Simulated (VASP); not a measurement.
# C19O in VASP: single point with PBE+D3(BJ)

Aim: the single point of C19O with PBE+D3(BJ).

Program: VASP 6.6.1. These are calculated values, not measurements. Logs are shortened: lines on timing, memory, paths and dates and some standing lists are left out, and cuts for length are marked.

## (1) The cell of the first run

The cell holds a slab with vacuum, 20 atoms: a = 7.398 Å, b = 7.398 Å, c = 11.000 Å, α = 90.00°, β = 90.00°, γ = 120.00°.

## (2) Single point, PBE+D3(BJ)

Contents of INCAR:

```
PREC = Accurate ; ENCUT = 520
EDIFF = 1E-6 ; ISMEAR = -1
SIGMA = 0.02 ; LREAL = Auto
LASPH = T ; NELM = 60
ALGO = Normal ; ISIF = 2
LWAVE = F ; LCHARG = F
GGA = PE ; IVDW = 12
NBANDS = 57
```

Contents of KPOINTS:

```
regular mesh
0
Gamma
  2 2 1
```

Contents of POSCAR:

```
C19O
1.0
    7.3980000000      0.0000000000      0.0000000000
   -3.6990000000      6.4068560000      0.0000000000
    0.0000000000      0.0000000000     11.0000000000
C O
19 1
Direct
   -0.0040113543     -0.0049029911      0.0801590039
    0.2190527124      0.1066453540      0.0802907682
   -0.0044851163      0.3301620874      0.0801501419
    0.2195330674      0.4421532639      0.0802535065
   -0.0023051372      0.6639541076      0.0790915933
    0.2173319557      0.7737761128      0.0794886138
    0.3288617663     -0.0031870088      0.0800648131
    0.5528668469      0.1088351799      0.0802098286
    0.3310561253      0.3306425975      0.0803926924
    0.5506728774      0.4404481734      0.0801347580
    0.3293361141      0.6617850266      0.0800300455
    0.5523885433      0.7733025594      0.0801769467
    0.6643567798     -0.0027029299      0.0802356497
    0.8839722115      0.1071024202      0.0803372081
    0.6626454282      0.3284457537      0.0800152794
    0.8856703522      0.4399564802      0.0796252135
    0.6621680248      0.6634650089      0.0799819300
    0.8861454606      0.7754558315      0.0796144897
   -0.0659027093      0.6414268928      0.3689814072
    0.1049119512      0.7351251801      0.3962208104
```

Potentials or basis: VASP PAW PBE potentials, release 64 (C, O).

Run with:

```sh
cat potpaw_PBE.64/C/POTCAR potpaw_PBE.64/O/POTCAR > POTCAR
mpirun -np 1 vasp_std > vasp.out
```

OUTCAR:

```text
PREC = Accurate
   ENCUT = 520
   EDIFF = 1E-6
   ISMEAR = -1
   LREAL = Auto
   LASPH = T
   NELM = 60
   ISIF = 2
   GGA = PE
   IVDW = 12
 IVDW          = 12

 ion  position               nearest neighbor table
   1  0.996  0.995  0.080-  18 1.41   2 1.43  14 1.44
   2  0.219  0.107  0.080-   7 1.41   1 1.43   9 1.44
   3  0.996  0.330  0.080-  16 1.41  14 1.43   4 1.44
   4  0.220  0.442  0.080-  11 1.41   9 1.43   3 1.44
   5  0.998  0.664  0.079-   6 1.41  18 1.43  16 1.44
   6  0.217  0.774  0.079-   5 1.41   7 1.43  11 1.44
[... 10 lines left out ...]
  17  0.662  0.663  0.080-  12 1.41  10 1.43  18 1.43
  18  0.886  0.775  0.080-   1 1.41   5 1.43  17 1.43
  19  0.934  0.641  0.369-  20 1.14
  20  0.105  0.735  0.396-  19 1.14

  LATTYP: Found a hexagonal cell.
 ALAT       =     7.3980000000
 C/A-ratio  =     1.4868883482

  Lattice vectors:

 A1 = (   7.3980000000,   0.0000000000,   0.0000000000)
 A2 = (  -3.6990000000,   6.4068560000,   0.0000000000)
 A3 = (   0.0000000000,   0.0000000000,  11.0000000000)

Analysis of symmetry for initial positions (statically):
=====================================================================
 Subroutine PRICEL returns:
 Original cell was already a primitive cell.

 Routine SETGRP: Setting up the symmetry group for a
 hexagonal supercell.

 Subroutine GETGRP returns: Found  1 space group operations
 (whereof  1 operations were pure point group operations)
 out of a pool of 24 trial point group operations.

The static configuration has the point symmetry C_1 .

Analysis of symmetry for dynamics (positions and initial velocities):
=====================================================================
 Subroutine PRICEL returns:
 Original cell was already a primitive cell.

 Routine SETGRP: Setting up the symmetry group for a
 hexagonal supercell.

 Subroutine GETGRP returns: Found  1 space group operations
 (whereof  1 operations were pure point group operations)
 out of a pool of 24 trial point group operations.

The dynamic configuration has the point symmetry C_1 .

 Subroutine INISYM returns: Found  1 space group operations
 (whereof  1 operations are pure point group operations),
 and found     1 'primitive' translations

----------------------------------------------------------------------------------------

                                     Primitive cell

  volume of cell :     521.3771

  direct lattice vectors                    reciprocal lattice vectors
     7.398000000  0.000000000  0.000000000     0.135171668  0.078041398  0.000000000
    -3.699000000  6.406856000  0.000000000     0.000000000  0.156082796  0.000000000
     0.000000000  0.000000000 11.000000000     0.000000000  0.000000000  0.090909091

  length of vectors
     7.398000000  7.398000054 11.000000000     0.156082797  0.156082796  0.090909091

  position of ions in fractional coordinates (direct lattice)
     0.995988646  0.995097009  0.080159004
     0.219052712  0.106645354  0.080290768
     0.995514884  0.330162087  0.080150142
     0.219533067  0.442153264  0.080253507
     0.997694863  0.663954108  0.079091593
     0.217331956  0.773776113  0.079488614
[... 12 lines left out ...]
     0.934097291  0.641426893  0.368981407
     0.104911951  0.735125180  0.396220810

  ion indices of the primitive-cell ions
   primitive index   ion index
                 1           1
                 2           2
                 3           3
                 4           4
                 5           5
                 6           6
[... 12 lines left out ...]
                19          19
                20          20

----------------------------------------------------------------------------------------

 KPOINTS: regular mesh

Automatic generation of k-mesh.
 Grid dimensions read from file:
 generate k-points for:    2    2    1

 Generating k-lattice:

  Cartesian coordinates                     Fractional coordinates (reciprocal lattice)
     0.067585834  0.039020699  0.000000000     0.500000000 -0.000000000  0.000000000
     0.000000000  0.078041398  0.000000000     0.000000000  0.500000000  0.000000000
     0.000000000  0.000000000  0.090909091     0.000000000  0.000000000  1.000000000

  Length of vectors
     0.078041399  0.078041398  0.090909091

  Shift w.r.t. Gamma in fractional coordinates (k-lattice)
     0.000000000  0.000000000  0.000000000

 Subroutine IBZKPT returns following result:
 ===========================================

 Found      4 irreducible k-points:

 Following reciprocal coordinates:
            Coordinates               Weight
  0.000000  0.000000  0.000000      1.000000
  0.500000 -0.000000  0.000000      1.000000
  0.000000  0.500000  0.000000      1.000000
  0.500000  0.500000  0.000000      1.000000
   k-points           NKPTS =      4   k-points in BZ     NKDIM =      4   number of bands    NBANDS=     57
   number of dos      NEDOS =    301   number of ions     NIONS =     20
   total plane-waves  NPLWV = 263424
   dimension x,y,z NGX =    56 NGY =   56 NGZ =   84
   dimension x,y,z NGXF=   112 NGYF=  112 NGZF=  168
   ions per type =              19   1
   NGX,Y,Z   is equivalent  to a cutoff of  12.58, 12.58, 12.70 a.u.
   NGXF,Y,Z  is equivalent  to a cutoff of  25.17, 25.17, 25.39 a.u.
 SYSTEM =  unknown system
   PREC   = accura    normal or accurate (medium, high low for compatibility)
   ISTART =      0    job   : 0-new  1-cont  2-samecut
   ICHARG =      2    charge: 1-file 2-atom 10-const
   ISPIN  =      1    spin polarized calculation?
   LNONCOLLINEAR =      F non collinear calculations
   LSORBIT =      F    spin-orbit coupling
   LASPH  =      T    aspherical Exc in radial PAW
   ENCUT  =  520.0 eV  38.22 Ry    6.18 a.u.  13.76 13.76 20.45*2*pi/ulx,y,z
   NELM   =     60;   NELMIN=  2; NELMDL= -5     # of ELM steps
   EDIFF  = 0.1E-05   stopping-criterion for ELM
   LREAL  =      T    real-space projection
   EDIFFG = 0.1E-04   stopping-criterion for IOM
   NSW    =      0    number of steps for IOM
   IBRION =     -1    ionic relax: 0-MD 1-quasi-New 2-CG
   NFREE  =      0    steps in history (QN), initial steepest desc. (CG)
   ISIF   =      2    stress and relaxation
   ISYM   =      2    0-nonsym 1-usesym 2-fastsym
   POTIM  = 0.5000    time-step for ionic-motion
   TEBEG  =    0.0;   TEEND  =   0.0 temperature during run
   PSTRESS=    0.0 pullay stress
   NELECT =      82.0000    total number of electrons
   NUPDOWN=      -1.0000    fix difference up-down
   EMIN   =  10.00;   EMAX   =-10.00  energy-range for DOS
   EFERMI =   0.00;   METHOD = LEGACY
   ISMEAR =    -1;   SIGMA  =   0.02  broadening in eV -4-tet -1-fermi 0-gaus
   EFERMI_NEDOS =   21; number of points for ismear=-14 and -15
   IALGO  =     38    algorithm
   IMIX   =      4    mixing-type and parameters
     AMIX     =   0.40;   BMIX     =  1.00
     AMIX_MAG =   1.60;   BMIX_MAG =  1.00
  volume/ion in A,a.u.               =      26.07       175.92
  Fermi-wavevector in a.u.,A,eV,Ry     =   0.883681  1.669915 10.624679  0.780892
  Thomas-Fermi vector in A             =   2.004480
   LORBIT       =      0    0 simple, 1 ext, 2 COOP (PROOUT), +10 PAW based schemes
   GGA     = PE    functional components
   LHFCALC =     F    Hartree Fock is set to
   AEXX    =    0.0000 exact exchange contribution
   IVDW    =    12    specifies the selected vdW correction
   LEPSILON=     F    determine dielectric tensor
   LRPA    =     F    only Hartree local field effects (RPA)
 non-spin polarized calculation
  energy-cutoff  :      520.00
  volume of cell :      521.38
 maximum number of plane-waves:     14099
 NGX is ok and might be reduce to    56
   NGX = 27   NGY = 27   NGZ = 41

 number of electron      82.0000003 magnetization

 Free energy of the ion-electron system (eV)
  ---------------------------------------------------
  ext. energy  EPLUGINS =         0.00000000
  ---------------------------------------------------
  free energy    TOTEN  =      -180.39603020 eV

  energy without entropy =     -180.39475351  energy(sigma->0) =     -180.39539185

 E-fermi :  -1.2420     XC(G=0):  -4.5658

 val. band max:       -1.3467853120   @ k =   0.0000   0.0000   0.0000
 cond. band min:      -1.1404844993   @ k =   0.0000   0.0000   0.0000
 fundamental gap:      0.2063008127
 Fermi energy:        -1.2420014973

 k-point     1 :       0.0000    0.0000    0.0000
  band No.  band energies     occupation
      1     -26.2605      2.00000
      2     -20.7613      2.00000
      3     -18.2358      2.00000
      4     -18.2287      2.00000
      5     -18.2050      2.00000
      6     -18.1989      2.00000
[... 45 lines left out ...]
     52       3.7378      0.00000
     53       3.7436      0.00000

 k-point     2 :       0.5000   -0.0000    0.0000
  band No.  band energies     occupation
      1     -26.2605      2.00000
      2     -20.1116      2.00000
      3     -20.1029      2.00000
      4     -18.8561      2.00000
      5     -18.7731      2.00000
      6     -16.3675      2.00000
[... 45 lines left out ...]
     52       4.1183      0.00000
     53       4.5357      0.00000

 k-point     3 :       0.0000    0.5000    0.0000
  band No.  band energies     occupation
      1     -26.2604      2.00000
      2     -20.1091      2.00000
      3     -20.1054      2.00000
      4     -18.8568      2.00000
      5     -18.7724      2.00000
      6     -16.3679      2.00000
[... 45 lines left out ...]
     52       4.2791      0.00000
     53       4.4740      0.00000

 k-point     4 :       0.5000    0.5000    0.0000
  band No.  band energies     occupation
      1     -26.2605      2.00000
      2     -20.1087      2.00000
      3     -20.1058      2.00000
      4     -18.8566      2.00000
      5     -18.7726      2.00000
      6     -16.3673      2.00000
[... 45 lines left out ...]
     52       4.2950      0.00000
     53       4.4400      0.00000
 [bands above 53 left out]

------------------------ aborting loop because EDIFF is reached ----------------------------------------

 Edisp (eV)   -1.75931

 E8    (eV) :    -0.5380

  FORCE on cell =-STRESS in cart. coord.  units (eV):
  Direction    XX          YY          ZZ          XY          YZ          ZX
  --------------------------------------------------------------------------------------
  -------------------------------------------------------------------------------------
  Total       1.72148     1.32993    -0.13539     0.42804     0.14582     0.20248
  in kB       5.29006     4.08684    -0.41605     1.31536     0.44809     0.62223
  external pressure =        2.99 kB  Pullay stress =        0.00 kB

 VOLUME and BASIS-vectors are now :
 -----------------------------------------------------------------------------
  energy-cutoff  :      520.00
  volume of cell :      521.38
      direct lattice vectors                 reciprocal lattice vectors
     7.398000000  0.000000000  0.000000000     0.135171668  0.078041398  0.000000000
    -3.699000000  6.406856000  0.000000000     0.000000000  0.156082796  0.000000000
     0.000000000  0.000000000 11.000000000     0.000000000  0.000000000  0.090909091

 POSITION                                       TOTAL-FORCE (eV/Angst)
 -----------------------------------------------------------------------------------
      3.68746      6.37544      0.88175         0.003223      0.007587     -0.002213
      1.22607      0.68326      0.88320        -0.008501      0.001672     -0.001438
      6.14355      2.11530      0.88165         0.005623      0.001129      0.000463
     -0.01142      2.83281      0.88279        -0.003640     -0.004445     -0.000327
      4.92498      4.25386      0.87001         0.000894     -0.000075      0.001493
     -1.25438      4.95747      0.87437         0.002868      0.002561      0.001000
[... 12 lines left out ...]
      4.53781      4.10953      4.05880        -0.704358     -0.462173     -0.228252
     -1.94309      4.70984      4.35843         0.702925      0.459910      0.231962
 -----------------------------------------------------------------------------------
    total drift:                               -0.008853      0.001135     -0.039015

  FREE ENERGIE OF THE ION-ELECTRON SYSTEM (eV)
  ---------------------------------------------------
  free  energy   TOTEN  =      -182.1553371731 eV

  energy  without entropy=     -182.1540604809  energy(sigma->0) =     -182.15469883
```

It took 3.8 min on 1 thread of Intel Xeon Platinum 8488C (Sapphire Rapids), shared host; peak memory 0.58 GiB.

What came out:

- Free energy: -182.1553 eV
- Largest force: 0.873 eV/Å
- Band gap on the k mesh: 0.21 eV
- Dispersion energy per atom: -0.088 eV

Forces on the atoms (eV/Å):
```
C    0.003  0.008 -0.002
C   -0.009  0.002 -0.001
C    0.006  0.001  0.000
C   -0.004 -0.004  0.000
C    0.001  0.000  0.001
C    0.003  0.003  0.001
C    0.004 -0.003  0.001
C    0.003 -0.002 -0.004
C   -0.008  0.003 -0.003
C    0.005  0.000  0.001
C    0.004 -0.006  0.004
C   -0.010  0.001  0.002
C   -0.009 -0.003  0.002
C    0.005  0.008 -0.003
C    0.000  0.003  0.002
C    0.003 -0.004 -0.001
C    0.003 -0.001 -0.006
C    0.002 -0.001  0.002
C   -0.704 -0.462 -0.228
O    0.703  0.460  0.232
```

Levels at points of the mesh, in eV from the valence-band top:
| k point | band 39 | band 40 | band 41 | band 42 | band 43 | band 44 |
| --- | --- | --- | --- | --- | --- | --- |
| (0.00, 0.00, 0.00) | -2.93 | 0.00 | 0.00 | 0.21 | 0.22 | 2.35 |
| (0.50, 0.00, 0.00) | -2.52 | -2.52 | -2.25 | 1.78 | 2.30 | 2.35 |
| (0.00, 0.50, 0.00) | -2.52 | -2.52 | -2.25 | 1.76 | 2.29 | 2.35 |
| (0.50, 0.50, 0.00) | -2.52 | -2.52 | -2.25 | 1.76 | 2.29 | 2.36 |

Caveat: the k points lie up to 0.49 Å⁻¹ apart; there is no dipole correction, which matters where the two faces differ; semilocal functionals underestimate gaps, and a narrow one can read as zero.
